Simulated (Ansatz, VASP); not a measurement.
## TiC in VASP and in Ansatz

```
Ti C
1.0
     0.00000    2.16400    2.16400
     2.16400    0.00000    2.16400
     2.16400    2.16400    0.00000
Ti C
1 1
Direct
  0.00000 0.00000 0.00000
  0.50578 0.49422 0.50578
```

Change from the starting cell: all C atoms moved +0.025 Å, as atom 2 along Cartesian [0 1 0].

Alike in both runs: task single point; functional PBEsol; k mesh 18 × 18 × 18; occupations gaussian, width 0.15 eV; no spin polarisation.

|  | VASP | Ansatz |
| --- | --- | --- |
| version | VASP 6.6.1 | Ansatz 0.2.0 |
| potentials or method | VASP PAW PBE potentials, release 64 (Ti_sv, C), cutoff 520 eV | scalar-relativistic, plane waves, PAW |
| valence electrons in the cell | 16 | 16 |

Ansatz gave:

- gap on the k mesh at the Fermi level (eV): none
- pressure (GPa): -6.1
- traceless stress, the component that is largest in VASP (GPa): 0.11
- rms of the force components (eV/Å): 0.135

Which values does VASP return?

gap on the k mesh at the Fermi level (eV): none; pressure (GPa): -5.8; traceless stress, the component that is largest in VASP (GPa): 0.11; rms of the force components (eV/Å): 0.136.

VASP's potentials were made for PBE, not for PBEsol. Atom by atom the forces differ by 0.000 eV/Å (rms over components). A gap of «none» marks a metal or a gap that the smearing closes. The functional is the same, so the differences come from potentials, cutoffs and numerics.
